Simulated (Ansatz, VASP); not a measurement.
## HgTe: VASP beside Ansatz

```xyz
2
Lattice="0.0000 3.0771 3.0771 3.0771 0.0000 3.0771 3.0771 3.0771 0.0000" Properties=species:S:1:pos:R:3 pbc="T T T"
Hg    0.0000    0.0000    0.0000
Te    3.2271    3.0771    3.0771
```

Change from the starting cell: one atom moved.

Alike in both runs: task single point; functional PBEsol; k mesh 10 × 10 × 10; occupations gaussian, width 0.1 eV; no spin polarisation.

```csv
,VASP,Ansatz
version,VASP 6.6.1,Ansatz 0.2.0
potentials or method,"VASP PAW PBE potentials, release 64 (Hg, Te), cutoff 520 eV","scalar-relativistic, plane waves, PAW"
valence electrons in the cell,18,36
```

```tsv
	VASP	Ansatz	Ansatz less VASP
gap on the k mesh at the Fermi level (eV)	none	none	-
pressure (GPa)	-3.2	-3.3	-0.14
traceless stress, the component that is largest in VASP (GPa)	0.70	0.69	-0.012
rms of the force components (eV/Å)	0.143	0.139	-0.0033
```

VASP's potentials were made for PBE, not for PBEsol. Atom by atom the forces differ by 0.003 eV/Å (rms over components). A gap of «none» marks a metal or a gap that the smearing closes. The functional is the same, so the differences come from potentials, cutoffs and numerics. VASP's potentials hold 18 valence electrons a cell and Ansatz's 36, so a difference there can come from the potentials and not from the codes.

Neither program's run includes spin-orbit coupling.
